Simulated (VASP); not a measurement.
Runs of VASP 6.6.1 on Sb. The structure is that of space group R-3m (No. 166), or close to it. The cells are those of the table. 

```tsv
task	cell	k mesh	cutoff (eV)	gap on the mesh (eV)	pressure (GPa)	largest force (eV/Å)
single point	a = 4.683 Å, angles 56.0°, 2 atoms	14 × 14 × 14	520	none	0.0	0.04
relaxation of cell and atoms	relaxed from a = 4.507 Å, angles 57.1°, 2 atoms	9 × 9 × 9	600	0.16	0.0	-
single point	a = 4.554 Å, angles 56.0°, 2 atoms	14 × 14 × 14	520	none	(c)	(b)
single point	a = 4.683 Å, angles 56.0°, 2 atoms	9 × 9 × 9	520	0.13	0.0	(a)
single point	a = 4.487 Å, angles 56.0°, 2 atoms	14 × 14 × 14	520	none	8.0	0.87
```

Alike in all rows: level revPBE; potentials or basis VASP PAW PBE potentials, release 64 (Sb); no spin polarisation; smearing fermi-dirac 0.1 eV.

Task: Fill in the values left out.

Result: (a) 0.03; (b) 0.55; (c) 4.7.

Caveats: the PAW data sets were made with another functional, which shifts forces and pressure a little; spin-orbit coupling is left out, which moves the levels of the heavy elements.

A k mesh can miss the band edges, and the runs leave out spin-orbit coupling on Sb.

A gap of «none» marks levels without a gap at the run's occupations.
